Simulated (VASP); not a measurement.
# Ni (Fm-3m) in VASP: notebook, part 2 of 2

VASP 6.6.1. The steps go on from the part before.

## (6) Single point, PBE

This run uses another cell than the first one, of 10.85 Å³/atom, 0.996 times its volume.

Contents of INCAR:

```
PREC = Accurate ; ENCUT = 600
EDIFF = 1E-6 ; ISMEAR = -1
SIGMA = 0.1 ; LREAL = False
LASPH = True ; NELM = 120
ALGO = Normal ; ISIF = 2
LWAVE = False ; LCHARG = False
GGA = PE ; NBANDS = 11
GGA_COMPAT = False
```

Contents of KPOINTS:

```
regular mesh
0
Gamma
  4 4 4
```

Contents of POSCAR:

```
Ni
1.0
    0.0000000000      1.7572466680      1.7572466680
    1.7572466680      0.0000000000      1.7572466680
    1.7572466680      1.7572466680      0.0000000000
Ni
1
Direct
    0.0000000000      0.0000000000      0.0000000000
```

Potentials or basis: VASP PAW PBE potentials, release 64 (Ni).

Started as:

```bash
$ cat potpaw_PBE.64/Ni/POTCAR > POTCAR
$ mpirun -np 1 vasp_std > vasp.out
```

OUTCAR:

```text
PREC = Accurate
   ENCUT = 600
   EDIFF = 1E-6
   ISMEAR = -1
   LREAL = False
   LASPH = True
   NELM = 120
   ISIF = 2
   GGA = PE

 ion  position               nearest neighbor table
   1  0.000  0.000  0.000-

  LATTYP: Found a face centered cubic cell.
 ALAT       =     3.5144933360

  Lattice vectors:

 A1 = (   0.0000000000,   1.7572466680,   1.7572466680)
 A2 = (   1.7572466680,   0.0000000000,   1.7572466680)
 A3 = (   1.7572466680,   1.7572466680,   0.0000000000)

Analysis of symmetry for initial positions (statically):
=====================================================================
 Subroutine PRICEL returns:
 Original cell was already a primitive cell.

 Routine SETGRP: Setting up the symmetry group for a
 face centered cubic supercell.

 Subroutine GETGRP returns: Found 48 space group operations
 (whereof 48 operations were pure point group operations)
 out of a pool of 48 trial point group operations.

The static configuration has the point symmetry O_h .

Analysis of symmetry for dynamics (positions and initial velocities):
=====================================================================
 Subroutine PRICEL returns:
 Original cell was already a primitive cell.

 Routine SETGRP: Setting up the symmetry group for a
 face centered cubic supercell.

 Subroutine GETGRP returns: Found 48 space group operations
 (whereof 48 operations were pure point group operations)
 out of a pool of 48 trial point group operations.

The dynamic configuration has the point symmetry O_h .

 Subroutine INISYM returns: Found 48 space group operations
 (whereof 48 operations are pure point group operations),
 and found     1 'primitive' translations

----------------------------------------------------------------------------------------

[... 95 lines left out ...]
  Fermi-wavevector in a.u.,A,eV,Ry     =   1.593060  3.010447 34.529407  2.537840
  Thomas-Fermi vector in A             =   2.691349
   LORBIT       =      0    0 simple, 1 ext, 2 COOP (PROOUT), +10 PAW based schemes
   GGA     = PE    functional components
   LHFCALC =     F    Hartree Fock is set to
   AEXX    =    0.0000 exact exchange contribution
   IVDW    =     0    specifies the selected vdW correction
   LEPSILON=     F    determine dielectric tensor
   LRPA    =     F    only Hartree local field effects (RPA)
 non-spin polarized calculation
  energy-cutoff  :      600.00
  volume of cell :       10.85
 maximum number of plane-waves:       380
   NGX =  9   NGY =  9   NGZ =  9

 number of electron      10.0000009 magnetization

 Free energy of the ion-electron system (eV)
  ---------------------------------------------------
  ext. energy  EPLUGINS =         0.00000000
  ---------------------------------------------------
  free energy    TOTEN  =        -5.52452877 eV

  energy without entropy =       -5.42830213  energy(sigma->0) =       -5.47641545

 E-fermi :   9.2803     XC(G=0): -13.2738

 val. band max:        9.2135907152   @ k =   0.5000   0.2500   0.0000
 cond. band min:       9.3433012984   @ k =   0.5000   0.5000   0.0000
 fundamental gap:      0.1297105831
 Fermi energy:         9.2802641689

 k-point     1 :       0.0000    0.0000    0.0000
  band No.  band energies     occupation
      1       0.3636      2.00000
      2       7.3249      2.00000
      3       7.3249      2.00000
      4       7.3249      2.00000
      5       8.4242      1.99962
      6       8.4242      1.99962
      7      33.0751      0.00000
      8      37.0269      0.00000
      9      37.0269      0.00000
     10      37.0269      0.00000
     11      40.0254      0.00000
[... 85 lines left out ...]
 k-point     8 :      -0.2500    0.5000    0.2500
  band No.  band energies     occupation
      1       5.8160      2.00000
      2       6.6201      2.00000
      3       6.6201      2.00000
      4       8.3464      1.99982
      5       9.3444      0.68982
      6      17.2339      0.00000
      7      17.2339      0.00000
      8      19.4604      0.00000
      9      20.6090      0.00000
     10      39.9488      0.00000
     11      39.9488      0.00000

------------------------ aborting loop because EDIFF is reached ----------------------------------------

  FORCE on cell =-STRESS in cart. coord.  units (eV):
  Direction    XX          YY          ZZ          XY          YZ          ZX
  --------------------------------------------------------------------------------------
  -------------------------------------------------------------------------------------
  Total       -0.1371178     -0.1371178     -0.1371178      0.0000000      0.0000000     -0.0000000
  in kB      -20.2430678    -20.2430678    -20.2430678      0.0000000      0.0000000     -0.0000000
  external PRESSURE =     -20.2430678 kB  Pullay stress =       0.0000000 kB

 VOLUME and BASIS-vectors are now :
 -----------------------------------------------------------------------------
  energy-cutoff  :      600.00
  volume of cell :       10.85
      direct lattice vectors                 reciprocal lattice vectors
     0.000000000  1.757246668  1.757246668    -0.284536035  0.284536035  0.284536035
     1.757246668  0.000000000  1.757246668     0.284536035 -0.284536035  0.284536035
     1.757246668  1.757246668  0.000000000     0.284536035  0.284536035 -0.284536035

 POSITION                                       TOTAL-FORCE (eV/Angst)
 -----------------------------------------------------------------------------------
      0.00000      0.00000      0.00000         0.000000      0.000000      0.000000
 -----------------------------------------------------------------------------------
    total drift:                                0.000000      0.000000      0.000000

  FREE ENERGIE OF THE ION-ELECTRON SYSTEM (eV)
  ---------------------------------------------------
  free  energy   TOTEN  =        -5.5245287681 eV

  energy  without entropy=       -5.4283021282  energy(sigma->0) =       -5.47641545
```

OSZICAR:

```text
N       E                     dE             d eps       ncg     rms          rms(c)
DAV:   1     0.309799972214E+02    0.30980E+02   -0.56073E+03   184   0.143E+03
DAV:   2    -0.566684701913E+01   -0.36647E+02   -0.34942E+02   185   0.180E+02
DAV:   3    -0.655013676767E+01   -0.88329E+00   -0.88142E+00   213   0.326E+01
DAV:   4    -0.655832312378E+01   -0.81864E-02   -0.81839E-02   208   0.282E+00
DAV:   5    -0.655845339277E+01   -0.13027E-03   -0.13027E-03   197   0.300E-01    0.950E+00
DAV:   6    -0.586053843561E+01    0.69791E+00   -0.12856E+01   203   0.513E+01    0.570E+00
DAV:   7    -0.556074661058E+01    0.29979E+00   -0.27518E+00   203   0.209E+01    0.195E+00
DAV:   8    -0.552661869830E+01    0.34128E-01   -0.12555E-01   200   0.440E+00    0.450E-01
DAV:   9    -0.552452071038E+01    0.20980E-02   -0.15127E-03   195   0.657E-01    0.884E-02
DAV:  10    -0.552453627172E+01   -0.15561E-04   -0.19280E-05   231   0.644E-02    0.462E-02
DAV:  11    -0.552452943475E+01    0.68370E-05   -0.64334E-05   203   0.959E-02    0.781E-03
DAV:  12    -0.552452876806E+01    0.66670E-06   -0.98324E-07    97   0.136E-02
   1 F= -.55245288E+01 E0= -.54764154E+01  d E =-.962266E-01
```

stdout:

```text
POSCAR found type information on POSCAR Ni
 POSCAR found :  1 types and       1 ions
 scaLAPACK will be used
 LDA part: xc-table for (Slater+PW92), standard interpolation
 POSCAR, INCAR and KPOINTS ok, starting setup
 FFT: planning ... GRIDC
 FFT: planning ... GRID_SOFT
 FFT: planning ... GRID
 WAVECAR not read
 entering main loop
```

Wall time 4.4 s (1 thread of Intel Xeon Platinum 8259CL at 2.50GHz (Skylake/Cascade Lake), shared host); peak memory 0.12 GiB.

What came out:

| Property | Result |
| --- | --- |
| Free energy | -5.5245 eV |
| Pressure | -2.0 GPa |
| Band gap on the k mesh | zero (band 5 reaches 9.34 eV, above the bottom of band 6 at 8.42 eV) |

Levels at points of the mesh, in eV from the Fermi level:
| k point | band 2 | band 3 | band 4 | band 5 | band 6 | band 7 | band 8 | band 9 |
| --- | --- | --- | --- | --- | --- | --- | --- | --- |
| (0.00, 0.00, 0.00) | -1.96 | -1.96 | -1.96 | -0.86 | -0.86 | 23.79 | 27.75 | 27.75 |
| (0.50, 0.00, 0.00) | -2.00 | -2.00 | -0.20 | -0.12 | -0.12 | 6.00 | 22.29 | 24.89 |
| (0.50, 0.50, 0.00) | -3.79 | -0.13 | 0.06 | 0.06 | 2.56 | 9.48 | 14.98 | 14.98 |

Caveat: the k points lie up to 0.77 Å⁻¹ apart; the run has no spin polarisation, though such a crystal can be magnetic. Spin polarisation is off, so any magnetic state and its effect on volume and gap are missing.

## (7) Summary

```csv
spin,cell,k mesh,cutoff (eV),smearing,gap on the mesh (eV),pressure (GPa),moment (μB)
"non-collinear, typed start, SOC","a = 2.489 Å, angles 60.0°, 1 atom",15 × 15 × 15,520,fermi-dirac 0.05 eV,-,0.0,0.64
"collinear, ferromagnetic start","a = 2.553 Å, angles 60.0°, 1 atom",25 × 25 × 25,520,fermi-dirac 0.05 eV,none,-12.6,0.64
"collinear, ferromagnetic start","a = 2.584 Å, angles 60.0°, 1 atom",25 × 25 × 25,520,fermi-dirac 0.05 eV,none,-16.8,0.65
off,"a = 2.485 Å, angles 60.0°, 1 atom",2 × 2 × 2,600,fermi-dirac 0.1 eV,none,34.4,-
off,"a = 2.485 Å, angles 60.0°, 1 atom",4 × 4 × 4,600,fermi-dirac 0.1 eV,none,-2.0,-
```

Alike in all rows: task single point; level PBE; potentials or basis VASP PAW PBE potentials, release 64 (Ni).

Caveats: some runs use coarse meshes.

Total energies depend on the potentials used, so only differences within one code and one set of settings carry meaning.
